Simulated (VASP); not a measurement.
# GaN (R3m) in VASP: notebook

The runs below take GaN through single point, with r2SCAN.

Everything below comes from runs of VASP 6.6.1. Logs are shortened: lines on timing, memory, paths and dates and some standing lists are left out, and cuts for length are marked.

## Step 1: The cell of the first run

It takes space group R3m (No. 160, trigonal). The conventional cell has a = 3.187 Å, b = 3.187 Å, c = 7.806 Å, α = 90.00°, β = 90.00°, γ = 120.00°. Ga (site symmetry 3m) has 4 N at 1.91 to 2.10 Å within 2.5 Å. Within 2.5 Å of N (site symmetry 3m) lie 4 Ga at 1.91 to 2.10 Å.

## Step 2: Single point, r2SCAN

File POSCAR:

```
GaN
1.0
    0.0000000000      2.2535006075      2.2535006075
    2.2535006075      0.0000000000      2.2535006075
    2.2535006075      2.2535006075      0.0000000000
Ga N
1 1
Direct
    0.0192151136      0.0192151136      0.0192151136
    0.7500000000      0.7500000000      0.7500000000
```

File INCAR.step1:

```
PREC = Accurate ; ENCUT = 520
ISMEAR = 0 ; SIGMA = 0.2
LREAL = F ; LASPH = T
NELM = 60 ; NBANDS = 16
GGA = PE ; ALGO = Normal
EDIFF = 1E-4 ; LWAVE = T
LCHARG = F
```

File INCAR.step2:

```
PREC = Accurate ; ENCUT = 520
EDIFF = 1E-6 ; ISMEAR = 0
SIGMA = 0.2 ; LREAL = F
LASPH = T ; NELM = 60
ALGO = Normal ; ISIF = 2
LWAVE = F ; LCHARG = F
METAGGA = R2SCAN ; LMIXTAU = T
NBANDS = 16 ; ISTART = 1
```

File KPOINTS:

```
Automatic mesh
0
Gamma
  10 10 10
```

Potentials or basis: VASP PAW PBE potentials, release 64 (Ga_d, N).

Run with:

```
cat potpaw_PBE.64/Ga_d/POTCAR potpaw_PBE.64/N/POTCAR > POTCAR
cp INCAR.step1 INCAR
mpirun -np 1 vasp_std > vasp.out
cp INCAR.step2 INCAR
mpirun -np 1 vasp_std > vasp.out
```

OUTCAR:

```text
PREC = Accurate
   ENCUT = 520
   EDIFF = 1E-6
   ISMEAR = 0
   LREAL = F
   LASPH = T
   NELM = 60
   ISIF = 2
   METAGGA = R2SCAN
   ISTART = 1

 ion  position               nearest neighbor table
   1  0.019  0.019  0.019-   2 1.91   2 1.91   2 1.91   2 2.10
   2  0.750  0.750  0.750-   1 1.91   1 1.91   1 1.91   1 2.10

  LATTYP: Found a face centered cubic cell.
 ALAT       =     4.5070012150

  Lattice vectors:

 A1 = (   0.0000000000,   2.2535006075,   2.2535006075)
 A2 = (   2.2535006075,   0.0000000000,   2.2535006075)
 A3 = (   2.2535006075,   2.2535006075,   0.0000000000)

Analysis of symmetry for initial positions (statically):
[... 5 lines left out ...]
 face centered cubic supercell.

 Subroutine GETGRP returns: Found  6 space group operations
 (whereof  6 operations were pure point group operations)
 out of a pool of 48 trial point group operations.

The static configuration has the point symmetry C_3v.

Analysis of symmetry for dynamics (positions and initial velocities):
[... 5 lines left out ...]
 face centered cubic supercell.

 Subroutine GETGRP returns: Found  6 space group operations
 (whereof  6 operations were pure point group operations)
 out of a pool of 48 trial point group operations.

The dynamic configuration has the point symmetry C_3v.

 Subroutine INISYM returns: Found  6 space group operations
 (whereof  6 operations are pure point group operations),
 and found     1 'primitive' translations

----------------------------------------------------------------------------------------

                                     Primitive cell

  volume of cell :      22.8877

  direct lattice vectors                    reciprocal lattice vectors
     0.000000000  2.253500607  2.253500607    -0.221877020  0.221877020  0.221877020
     2.253500607  0.000000000  2.253500607     0.221877020 -0.221877020  0.221877020
     2.253500607  2.253500607  0.000000000     0.221877020  0.221877020 -0.221877020

  length of vectors
     3.186931122  3.186931122  3.186931122     0.384302272  0.384302272  0.384302272

  position of ions in fractional coordinates (direct lattice)
     0.019215114  0.019215114  0.019215114
     0.750000000  0.750000000  0.750000000

  ion indices of the primitive-cell ions
   primitive index   ion index
                 1           1
                 2           2

----------------------------------------------------------------------------------------

 KPOINTS: Automatic mesh

Automatic generation of k-mesh.
 Grid dimensions read from file:
 generate k-points for:   10   10   10

 Generating k-lattice:

  Cartesian coordinates                     Fractional coordinates (reciprocal lattice)
    -0.022187702  0.022187702  0.022187702     0.100000000  0.000000000  0.000000000
     0.022187702 -0.022187702  0.022187702     0.000000000  0.100000000  0.000000000
     0.022187702  0.022187702 -0.022187702     0.000000000  0.000000000  0.100000000

  Length of vectors
     0.038430227  0.038430227  0.038430227

  Shift w.r.t. Gamma in fractional coordinates (k-lattice)
     0.000000000  0.000000000  0.000000000

 Subroutine IBZKPT returns following result:
 ===========================================

 Found    116 irreducible k-points:

 Following reciprocal coordinates:
            Coordinates               Weight
  0.000000  0.000000  0.000000      1.000000
  0.100000  0.000000  0.000000      6.000000
  0.100000  0.100000  0.100000      2.000000
  0.200000  0.000000  0.000000      6.000000
  0.200000  0.200000  0.200000      2.000000
  0.300000  0.000000  0.000000      6.000000
[... 16 lines left out ...]
  0.100000  0.100000 -0.400000      6.000000
  0.500000  0.400000  0.500000      6.000000
 [... further k-points ...]
   k-points           NKPTS =    116   k-points in BZ     NKDIM =    116   number of bands    NBANDS=     16
   number of dos      NEDOS =    301   number of ions     NIONS =      2
   total plane-waves  NPLWV =  13824
   dimension x,y,z NGX =    24 NGY =   24 NGZ =   24
   dimension x,y,z NGXF=    48 NGYF=   48 NGZF=   48
   ions per type =               1   1
   NGX,Y,Z   is equivalent  to a cutoff of  12.52, 12.52, 12.52 a.u.
   NGXF,Y,Z  is equivalent  to a cutoff of  25.04, 25.04, 25.04 a.u.
 SYSTEM =  unknown system
   PREC   = accura    normal or accurate (medium, high low for compatibility)
   ISTART =      1    job   : 0-new  1-cont  2-samecut
   ICHARG =      0    charge: 1-file 2-atom 10-const
   ISPIN  =      1    spin polarized calculation?
   LNONCOLLINEAR =      F non collinear calculations
   LSORBIT =      F    spin-orbit coupling
   LASPH  =      T    aspherical Exc in radial PAW
   ENCUT  =  520.0 eV  38.22 Ry    6.18 a.u.   5.93  5.93  5.93*2*pi/ulx,y,z
   NELM   =     60;   NELMIN=  2; NELMDL=  0     # of ELM steps
   EDIFF  = 0.1E-05   stopping-criterion for ELM
   LREAL  =      F    real-space projection
   EDIFFG = 0.1E-04   stopping-criterion for IOM
   NSW    =      0    number of steps for IOM
   IBRION =     -1    ionic relax: 0-MD 1-quasi-New 2-CG
   NFREE  =      0    steps in history (QN), initial steepest desc. (CG)
   ISIF   =      2    stress and relaxation
   ISYM   =      2    0-nonsym 1-usesym 2-fastsym
   POTIM  = 0.5000    time-step for ionic-motion
   TEBEG  =    0.0;   TEEND  =   0.0 temperature during run
   PSTRESS=    0.0 pullay stress
   NELECT =      18.0000    total number of electrons
   NUPDOWN=      -1.0000    fix difference up-down
   EMIN   =  10.00;   EMAX   =-10.00  energy-range for DOS
   EFERMI =   0.00;   METHOD = LEGACY
   ISMEAR =     0;   SIGMA  =   0.20  broadening in eV -4-tet -1-fermi 0-gaus
   EFERMI_NEDOS =   21; number of points for ismear=-14 and -15
   IALGO  =     38    algorithm
   IMIX   =      4    mixing-type and parameters
     AMIX     =   0.40;   BMIX     =  1.00
     AMIX_MAG =   1.60;   BMIX_MAG =  1.00
  volume/ion in A,a.u.               =      11.44        77.23
  Fermi-wavevector in a.u.,A,eV,Ry     =   1.511117  2.855596 31.068543  2.283473
  Thomas-Fermi vector in A             =   2.621216
   LORBIT       =      0    0 simple, 1 ext, 2 COOP (PROOUT), +10 PAW based schemes
   METAGGA = R2SCAN    functional components
   LHFCALC =     F    Hartree Fock is set to
   AEXX    =    0.0000 exact exchange contribution
   IVDW    =     0    specifies the selected vdW correction
   LEPSILON=     F    determine dielectric tensor
   LRPA    =     F    only Hartree local field effects (RPA)
 non-spin polarized calculation
 Gauss-broadening in eV      SIGMA  =   0.20
  energy-cutoff  :      520.00
  volume of cell :       22.89
 maximum number of plane-waves:       636
   NGX = 11   NGY = 11   NGZ = 11

 number of electron      18.0000003 magnetization

 Free energy of the ion-electron system (eV)
  ---------------------------------------------------
  ext. energy  EPLUGINS =         0.00000000
  ---------------------------------------------------
  free energy    TOTEN  =       -21.78519335 eV

  energy without entropy =      -21.78519335  energy(sigma->0) =      -21.78519335

 E-fermi :   6.1026     XC(G=0): -12.6310

 val. band max:        5.2678009680   @ k =   0.0000   0.0000   0.0000
 cond. band min:       7.1427183208   @ k =   0.0000   0.0000   0.0000
 fundamental gap:      1.8749173528
 Fermi energy:         6.1026238931

 k-point     1 :       0.0000    0.0000    0.0000
  band No.  band energies     occupation
      1     -11.7743      2.00000
      2      -8.8724      2.00000
      3      -8.8724      2.00000
      4      -8.7562      2.00000
      5      -8.5018      2.00000
      6      -8.5018      2.00000
[... 8 lines left out ...]
     15      24.3221      0.00000
     16      24.9364      0.00000

 k-point     2 :       0.1000    0.0000    0.0000
  band No.  band energies     occupation
      1     -11.6615      2.00000
      2      -8.8543      2.00000
      3      -8.8542      2.00000
      4      -8.7226      2.00000
      5      -8.5036      2.00000
      6      -8.5027      2.00000
[... 8 lines left out ...]
     15      23.3301      0.00000
     16      23.4956      0.00000

 k-point     3 :       0.1000    0.1000    0.1000
  band No.  band energies     occupation
      1     -11.6732      2.00000
      2      -8.8612      2.00000
      3      -8.8612      2.00000
      4      -8.7110      2.00000
      5      -8.5024      2.00000
      6      -8.5024      2.00000
[... 8 lines left out ...]
     15      23.5075      0.00000
     16      23.5075      0.00000

 k-point     4 :       0.2000    0.0000    0.0000
  band No.  band energies     occupation
      1     -11.3717      2.00000
      2      -8.8104      2.00000
      3      -8.8052      2.00000
      4      -8.5875      2.00000
      5      -8.5010      2.00000
      6      -8.5007      2.00000
[... 8 lines left out ...]
     15      22.3151      0.00000
     16      22.6112      0.00000

 k-point     5 :       0.2000    0.2000    0.2000
  band No.  band energies     occupation
      1     -11.4158      2.00000
      2      -8.8350      2.00000
      3      -8.8350      2.00000
      4      -8.5405      2.00000
      5      -8.5005      2.00000
      6      -8.5005      2.00000
[... 8 lines left out ...]
     15      22.8334      0.00000
     16      22.8334      0.00000

 k-point     6 :       0.3000    0.0000    0.0000
  band No.  band energies     occupation
      1     -11.0445      2.00000
      2      -8.7672      2.00000
      3      -8.7645      2.00000
      4      -8.4953      2.00000
      5      -8.4855      2.00000
      6      -8.2251      2.00000
[... 8 lines left out ...]
     15      22.6509      0.00000
     16      23.3195      0.00000

 k-point     7 :       0.3000    0.3000    0.3000
  band No.  band energies     occupation
      1     -11.1268      2.00000
      2      -8.8105      2.00000
      3      -8.8105      2.00000
      4      -8.4896      2.00000
      5      -8.4896      2.00000
      6      -8.1724      2.00000
[... 8 lines left out ...]
     15      23.4859      0.00000
     16      23.4859      0.00000

 k-point     8 :       0.4000    0.0000    0.0000
  band No.  band energies     occupation
      1     -10.8273      2.00000
      2      -8.7496      2.00000
      3      -8.7442      2.00000
      4      -8.4723      2.00000
      5      -8.4598      2.00000
      6      -7.6631      2.00000
[... 8 lines left out ...]
     15      24.0791      0.00000
     16      24.9272      0.00000

 k-point     9 :       0.4000    0.4000    0.4000
  band No.  band energies     occupation
      1     -10.9319      2.00000
      2      -8.7979      2.00000
      3      -8.7979      2.00000
      4      -8.4728      2.00000
      5      -8.4728      2.00000
      6      -7.6529      2.00000
[... 8 lines left out ...]
     15      25.1035      0.00000
     16      25.1035      0.00000
[... 172 lines left out ...]
 k-point    19 :       0.4000    0.1000    0.0000
  band No.  band energies     occupation
      1     -10.8455      2.00000
      2      -8.7564      2.00000
      3      -8.7252      2.00000
      4      -8.5191      2.00000
      5      -8.4580      2.00000
      6      -7.7742      2.00000
[... 8 lines left out ...]
     15      23.4630      0.00000
     16      25.6280      0.00000

 k-point    20 :       0.1000    0.1000   -0.3000
  band No.  band energies     occupation
      1     -10.8425      2.00000
      2      -8.7400      2.00000
      3      -8.7269      2.00000
      4      -8.5073      2.00000
      5      -8.4513      2.00000
      6      -7.7874      2.00000
[... 8 lines left out ...]
     15      24.0888      0.00000
     16      24.9966      0.00000

 k-point    21 :       0.4000    0.3000    0.4000
  band No.  band energies     occupation
      1     -10.9313      2.00000
      2      -8.7948      2.00000
      3      -8.7741      2.00000
      4      -8.5175      2.00000
      5      -8.4645      2.00000
      6      -7.7590      2.00000
[... 8 lines left out ...]
     15      23.6152      0.00000
     16      26.0406      0.00000

 k-point    22 :       0.5000    0.1000    0.0000
  band No.  band energies     occupation
      1     -10.7373      2.00000
      2      -8.7436      2.00000
      3      -8.7215      2.00000
      4      -8.4843      2.00000
      5      -8.4526      2.00000
      6      -7.2958      2.00000
[... 8 lines left out ...]
     15      24.2487      0.00000
     16      26.1261      0.00000

 k-point    23 :       0.1000    0.1000   -0.4000
  band No.  band energies     occupation
      1     -10.7394      2.00000
      2      -8.7419      2.00000
      3      -8.7200      2.00000
      4      -8.4841      2.00000
      5      -8.4455      2.00000
      6      -7.3026      2.00000
[... 8 lines left out ...]
     15      25.1743      0.00000
     16      25.3787      0.00000

 k-point    24 :       0.5000    0.4000    0.5000
  band No.  band energies     occupation
      1     -10.8342      2.00000
      2      -8.7897      2.00000
      3      -8.7703      2.00000
      4      -8.4920      2.00000
      5      -8.4631      2.00000
      6      -7.3395      2.00000
[... 8 lines left out ...]
     15      24.7774      0.00000
     16      26.5554      0.00000

 [... further k-points ...]
[... 5 lines left out ...]
  --------------------------------------------------------------------------------------
  -------------------------------------------------------------------------------------
  Total        0.2624409      0.2624409      0.2624409     -0.4889514     -0.4889514     -0.4889514
  in kB       18.3712648     18.3712648     18.3712648    -34.2273464    -34.2273464    -34.2273464
  external PRESSURE =      18.3712648 kB  Pullay stress =       0.0000000 kB

 VOLUME and BASIS-vectors are now :
 -----------------------------------------------------------------------------
  energy-cutoff  :      520.00
  volume of cell :       22.89
      direct lattice vectors                 reciprocal lattice vectors
     0.000000000  2.253500607  2.253500607    -0.221877020  0.221877020  0.221877020
     2.253500607  0.000000000  2.253500607     0.221877020 -0.221877020  0.221877020
     2.253500607  2.253500607  0.000000000     0.221877020  0.221877020 -0.221877020

 POSITION                                       TOTAL-FORCE (eV/Angst)
 -----------------------------------------------------------------------------------
      0.08660      0.08660      0.08660        -0.749450     -0.749450     -0.749450
      3.38025      3.38025      3.38025         0.749450      0.749450      0.749450
 -----------------------------------------------------------------------------------
    total drift:                                0.007151      0.007151      0.007151

  FREE ENERGIE OF THE ION-ELECTRON SYSTEM (eV)
  ---------------------------------------------------
  free  energy   TOTEN  =       -21.7851933496 eV

  energy  without entropy=      -21.7851933496  energy(sigma->0) =      -21.78519335
```

Run time: 65 s. Hardware: 1 thread of Intel Xeon 6975P-C, shared host; peak memory 0.18 GiB.

What came out:

| Property | Result |
| --- | --- |
| Free energy | -21.7852 eV |
| Pressure | 1.8 GPa |
| Largest force | 1.298 eV/Å |
| Band gap on the k mesh | 1.87 eV, direct |

Forces on the atoms (eV/Å):
```
Ga  -0.749 -0.749 -0.749
N    0.749  0.749  0.749
```

Stress tensor (GPa, compression positive):
```
 1.84 -3.42 -3.42
-3.42  1.84 -3.42
-3.42 -3.42  1.84
```

Caveat: the cell differs from its parent crystal (all Ga atoms moved -0.150 Å, as atom 1 towards its neighbour atom 2 (N) at 1.952 Å); the PAW data sets were made with another functional, which shifts forces and pressure a little.

(Continued in part 2 of 2.)
